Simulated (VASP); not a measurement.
# NaCl (I4/mmm) in VASP: a series of runs, part 2 of 2

VASP 6.6.1. Earlier steps stand in the parts before.

### Step 4. Single point, PBE (strain +0.040 along x and y, +0.080 along z)

The input, INCAR:

```
PREC = Accurate ; ENCUT = 520
EDIFF = 1E-7 ; ISMEAR = 0
SIGMA = 0.05 ; LREAL = False
LASPH = True ; NELM = 100
ALGO = Normal ; ISIF = 2
LWAVE = False ; LCHARG = False
GGA = PE ; NBANDS = 14
```

The input, KPOINTS:

```
Automatic mesh
0
Gamma
  8 8 8
```

The input, POSCAR:

```
NaCl
1.0
    0.0000000000      2.9450200000      3.0582900000
    2.9450200000      0.0000000000      3.0582900000
    2.9450200000      2.9450200000      0.0000000000
Na Cl
1 1
Direct
    0.0000000000      0.0000000000      0.0000000000
    0.5000000000      0.5000000000      0.5000000000
```

Potentials or basis: VASP PAW PBE potentials, release 64 (Na_pv, Cl).

The run is started by

```bash
$ cat potpaw_PBE.64/Na_pv/POTCAR potpaw_PBE.64/Cl/POTCAR > POTCAR
$ mpirun -np 1 vasp_std > vasp.out
```

OUTCAR:

```text
PREC = Accurate
   ENCUT = 520
   EDIFF = 1E-7
   ISMEAR = 0
   LREAL = False
   LASPH = True
   NELM = 100
   ISIF = 2
   GGA = PE

 ion  position               nearest neighbor table
   1  0.000  0.000  0.000-
   2  0.500  0.500  0.500-

  LATTYP: Found a body centered tetragonal cell.
 ALAT       =     4.1648872255
 C/A-ratio  =     1.4686063917

  Lattice vectors:

 A1 = (  -2.9450200000,   0.0000000000,   3.0582900000)
 A2 = (   2.9450200000,   0.0000000000,   3.0582900000)
 A3 = (   0.0000000000,   2.9450200000,  -3.0582900000)

Analysis of symmetry for initial positions (statically):
=====================================================================
 Subroutine PRICEL returns:
 Original cell was already a primitive cell.

 Routine SETGRP: Setting up the symmetry group for a
 body centered tetragonal supercell.

 Subroutine GETGRP returns: Found 16 space group operations
 (whereof 16 operations were pure point group operations)
 out of a pool of 16 trial point group operations.

The static configuration has the point symmetry D_4h.

Analysis of symmetry for dynamics (positions and initial velocities):
=====================================================================
 Subroutine PRICEL returns:
 Original cell was already a primitive cell.

 Routine SETGRP: Setting up the symmetry group for a
 body centered tetragonal supercell.

 Subroutine GETGRP returns: Found 16 space group operations
 (whereof 16 operations were pure point group operations)
 out of a pool of 16 trial point group operations.

The dynamic configuration has the point symmetry D_4h.

 Subroutine INISYM returns: Found 16 space group operations
 (whereof 16 operations are pure point group operations),
 and found     1 'primitive' translations

----------------------------------------------------------------------------------------

                                     Primitive cell

  volume of cell :      53.0500

  direct lattice vectors                    reciprocal lattice vectors
     0.000000000  2.945020000  3.058290000    -0.169778134  0.169778134  0.163490055
     2.945020000  0.000000000  3.058290000     0.169778134 -0.169778134  0.163490055
     2.945020000  2.945020000  0.000000000     0.169778134  0.169778134 -0.163490055

  length of vectors
     4.245736747  4.245736747  4.164887225     0.290479307  0.290479307  0.290479307

  position of ions in fractional coordinates (direct lattice)
     0.000000000  0.000000000  0.000000000
     0.500000000  0.500000000  0.500000000

  ion indices of the primitive-cell ions
   primitive index   ion index
                 1           1
                 2           2

----------------------------------------------------------------------------------------

 KPOINTS: Automatic mesh

Automatic generation of k-mesh.
 Grid dimensions read from file:
 generate k-points for:    8    8    8

 Generating k-lattice:

  Cartesian coordinates                     Fractional coordinates (reciprocal lattice)
[... 21 lines left out ...]
  0.500000  0.000000  0.000000      4.000000
  0.125000  0.125000  0.000000      2.000000
[... 16 lines left out ...]
  0.250000  0.000000  0.125000     16.000000
  0.375000  0.000000  0.125000     16.000000
 [... further k-points ...]
   k-points           NKPTS =     59   k-points in BZ     NKDIM =     59   number of bands    NBANDS=     14
   number of dos      NEDOS =    301   number of ions     NIONS =      2
   total plane-waves  NPLWV =  32768
   dimension x,y,z NGX =    32 NGY =   32 NGZ =   32
   dimension x,y,z NGXF=    64 NGYF=   64 NGZF=   64
   ions per type =               1   1
   NGX,Y,Z   is equivalent  to a cutoff of  12.53, 12.53, 12.77 a.u.
   NGXF,Y,Z  is equivalent  to a cutoff of  25.06, 25.06, 25.55 a.u.
 SYSTEM =  unknown system
   PREC   = accura    normal or accurate (medium, high low for compatibility)
   ISTART =      0    job   : 0-new  1-cont  2-samecut
   ICHARG =      2    charge: 1-file 2-atom 10-const
   ISPIN  =      1    spin polarized calculation?
   LNONCOLLINEAR =      F non collinear calculations
   LSORBIT =      F    spin-orbit coupling
   LASPH  =      T    aspherical Exc in radial PAW
   ENCUT  =  520.0 eV  38.22 Ry    6.18 a.u.   7.89  7.89  7.74*2*pi/ulx,y,z
   NELM   =    100;   NELMIN=  2; NELMDL= -5     # of ELM steps
   EDIFF  = 0.1E-06   stopping-criterion for ELM
   LREAL  =      F    real-space projection
   EDIFFG = 0.1E-05   stopping-criterion for IOM
   NSW    =      0    number of steps for IOM
   IBRION =     -1    ionic relax: 0-MD 1-quasi-New 2-CG
   NFREE  =      0    steps in history (QN), initial steepest desc. (CG)
   ISIF   =      2    stress and relaxation
   ISYM   =      2    0-nonsym 1-usesym 2-fastsym
   POTIM  = 0.5000    time-step for ionic-motion
   TEBEG  =    0.0;   TEEND  =   0.0 temperature during run
   PSTRESS=    0.0 pullay stress
   NELECT =      14.0000    total number of electrons
   NUPDOWN=      -1.0000    fix difference up-down
   EMIN   =  10.00;   EMAX   =-10.00  energy-range for DOS
   EFERMI =   0.00;   METHOD = LEGACY
   ISMEAR =     0;   SIGMA  =   0.05  broadening in eV -4-tet -1-fermi 0-gaus
   EFERMI_NEDOS =   21; number of points for ismear=-14 and -15
   IALGO  =     38    algorithm
   IMIX   =      4    mixing-type and parameters
     AMIX     =   0.40;   BMIX     =  1.00
     AMIX_MAG =   1.60;   BMIX_MAG =  1.00
  volume/ion in A,a.u.               =      26.52       179.00
  Fermi-wavevector in a.u.,A,eV,Ry     =   1.050080  1.984364 15.002714  1.102668
  Thomas-Fermi vector in A             =   2.185069
   LORBIT       =      0    0 simple, 1 ext, 2 COOP (PROOUT), +10 PAW based schemes
   GGA     = PE    functional components
   LHFCALC =     F    Hartree Fock is set to
   AEXX    =    0.0000 exact exchange contribution
   IVDW    =     0    specifies the selected vdW correction
   LEPSILON=     F    determine dielectric tensor
   LRPA    =     F    only Hartree local field effects (RPA)
 non-spin polarized calculation
 Gauss-broadening in eV      SIGMA  =   0.05
  energy-cutoff  :      520.00
  volume of cell :       53.05
 maximum number of plane-waves:      1442
   NGX = 15   NGY = 15   NGZ = 15

 number of electron      14.0000013 magnetization

 Free energy of the ion-electron system (eV)
  ---------------------------------------------------
  ext. energy  EPLUGINS =         0.00000000
  ---------------------------------------------------
  free energy    TOTEN  =        -6.71873219 eV

  energy without entropy =       -6.71873219  energy(sigma->0) =       -6.71873219

 E-fermi :  -1.2669     XC(G=0):  -7.4718

 val. band max:       -1.5710817214   @ k =   0.0000   0.0000   0.0000
 cond. band min:       2.9395804146   @ k =   0.0000   0.0000   0.0000
 fundamental gap:      4.5106621360
 Fermi energy:        -1.2668666762

 k-point     1 :       0.0000    0.0000    0.0000
  band No.  band energies     occupation
      1     -22.7885      2.00000
      2     -22.7798      2.00000
      3     -22.7798      2.00000
      4     -13.9320      2.00000
      5      -1.6041      2.00000
      6      -1.6041      2.00000
      7      -1.5711      2.00000
      8       2.9396      0.00000
      9       9.1483      0.00000
     10       9.3993      0.00000
     11       9.3993      0.00000
     12      11.0517      0.00000
     13      11.4756      0.00000
     14      12.6116      0.00000
[... 377 lines left out ...]
      1     -22.7933      2.00000
      2     -22.7862      2.00000
      3     -22.7811      2.00000
      4     -13.7673      2.00000
      5      -2.7498      2.00000
      6      -1.8256      2.00000
      7      -1.8070      2.00000
      8       5.1701      0.00000
      9       7.5674      0.00000
     10       8.6763      0.00000
     11       9.3999      0.00000
     12      11.2052      0.00000
     13      12.6455      0.00000
     14      13.4785      0.00000

 [... further k-points ...]

------------------------ aborting loop because EDIFF is reached ----------------------------------------

  FORCE on cell =-STRESS in cart. coord.  units (eV):
  Direction    XX          YY          ZZ          XY          YZ          ZX
  --------------------------------------------------------------------------------------
  -------------------------------------------------------------------------------------
  Total       -0.7366325     -0.7366325     -0.8748937      0.0000000      0.0000000     -0.0000000
  in kB      -22.2472484    -22.2472484    -26.4229151      0.0000000      0.0000000     -0.0000000
  external PRESSURE =     -23.6391373 kB  Pullay stress =       0.0000000 kB

 VOLUME and BASIS-vectors are now :
 -----------------------------------------------------------------------------
  energy-cutoff  :      520.00
  volume of cell :       53.05
      direct lattice vectors                 reciprocal lattice vectors
     0.000000000  2.945020000  3.058290000    -0.169778134  0.169778134  0.163490055
     2.945020000  0.000000000  3.058290000     0.169778134 -0.169778134  0.163490055
     2.945020000  2.945020000  0.000000000     0.169778134  0.169778134 -0.163490055

 POSITION                                       TOTAL-FORCE (eV/Angst)
 -----------------------------------------------------------------------------------
      0.00000      0.00000      0.00000        -0.000000      0.000000      0.000000
      2.94502      2.94502      3.05829         0.000000     -0.000000      0.000000
 -----------------------------------------------------------------------------------
    total drift:                                0.000000     -0.000000     -0.000000

  FREE ENERGIE OF THE ION-ELECTRON SYSTEM (eV)
  ---------------------------------------------------
  free  energy   TOTEN  =        -6.7187321938 eV

  energy  without entropy=       -6.7187321938  energy(sigma->0) =       -6.71873219
```

OSZICAR:

```text
N       E                     dE             d eps       ncg     rms          rms(c)
DAV:   1     0.995517018271E+02    0.99552E+02   -0.69402E+03  1652   0.967E+02
DAV:   2     0.188626717367E+01   -0.97665E+02   -0.89494E+02  1796   0.254E+02
DAV:   3    -0.681486581696E+01   -0.87011E+01   -0.86518E+01  2144   0.722E+01
DAV:   4    -0.696055316984E+01   -0.14569E+00   -0.14562E+00  1988   0.104E+01
DAV:   5    -0.696393389032E+01   -0.33807E-02   -0.33805E-02  2222   0.157E+00    0.215E+00
DAV:   6    -0.672581156031E+01    0.23812E+00   -0.42165E-01  2072   0.335E+00    0.158E+00
DAV:   7    -0.671166207713E+01    0.14149E-01   -0.88666E-02  2230   0.158E+00    0.107E+00
DAV:   8    -0.671857971565E+01   -0.69176E-02   -0.12157E-02  1832   0.879E-01    0.275E-01
DAV:   9    -0.671851819307E+01    0.61523E-04   -0.22047E-04  2198   0.114E-01    0.184E-01
DAV:  10    -0.671874891656E+01   -0.23072E-03   -0.60309E-04  1844   0.150E-01    0.896E-02
DAV:  11    -0.671873226576E+01    0.16651E-04   -0.24245E-05  2222   0.371E-02    0.292E-02
DAV:  12    -0.671873131234E+01    0.95342E-06   -0.51807E-06  1916   0.157E-02    0.162E-03
DAV:  13    -0.671873232479E+01   -0.10125E-05   -0.68745E-07  2018   0.572E-03    0.106E-03
DAV:  14    -0.671873221272E+01    0.11207E-06   -0.20941E-08  1570   0.100E-03    0.109E-03
DAV:  15    -0.671873219382E+01    0.18901E-07   -0.13104E-09  1276   0.383E-04
   1 F= -.67187322E+01 E0= -.67187322E+01  d E =-.461693E-20
```

Wall time 33 s (1 thread of Intel Xeon Platinum 8375C at 2.90GHz (Ice Lake), shared host); peak memory 0.19 GiB.

Results:

| Item | Value |
| --- | --- |
| Free energy | -6.7187 eV |
| Pressure | -2.4 GPa |
| Band gap on the k mesh | 4.51 eV |

Stress tensor (GPa, compression positive):
```
-2.22  0.00  0.00
 0.00 -2.22  0.00
 0.00  0.00 -2.64
```

Levels at points of the mesh, in eV from the valence-band top:
```tsv
k point	band 3	band 4	band 5	band 6	band 7	band 8	band 9	band 10	band 11	band 12
(0.00, 0.00, 0.00)	-21.21	-12.36	-0.03	-0.03	0.00	4.51	10.72	10.97	10.97	12.62
(0.50, 0.00, 0.00)	-21.21	-12.16	-1.50	-0.22	-0.19	6.93	9.31	10.36	10.68	13.88
(0.50, 0.50, 0.00)	-21.21	-12.14	-1.28	-0.44	-0.44	7.00	8.22	9.95	13.50	13.50
(0.50, 0.00, 0.50)	-21.21	-12.12	-1.28	-0.54	-0.44	7.02	8.09	10.29	13.03	13.45
```

Caveat: the cell differs from its parent crystal (strain +0.040 along x and y, +0.080 along z).

### Step 5. Summary

| cell | gap on the mesh (eV) | pressure (GPa) |
| --- | --- | --- |
| a = 3.925, b = 3.925, c = 3.845 Å, angles 60.7, 60.7, 58.6°, 2 atoms | 5.37 | 3.0 |
| a = 4.086, b = 4.086, c = 4.005 Å, angles 60.7, 60.7, 58.7°, 2 atoms | 4.90 | -0.4 |
| a = 4.246, b = 4.246, c = 4.165 Å, angles 60.6, 60.6, 58.7°, 2 atoms | 4.51 | -2.4 |

Alike in all rows: task single point; level PBE; potentials or basis VASP PAW PBE potentials, release 64 (Na_pv, Cl); no spin polarisation; k mesh 8 × 8 × 8; cutoff (eV) 520; smearing gaussian 0.05 eV.

Caveats: the cell stands under pressure (at least some runs).

Total energies depend on the potentials used, so only differences within one code and one set of settings carry meaning.
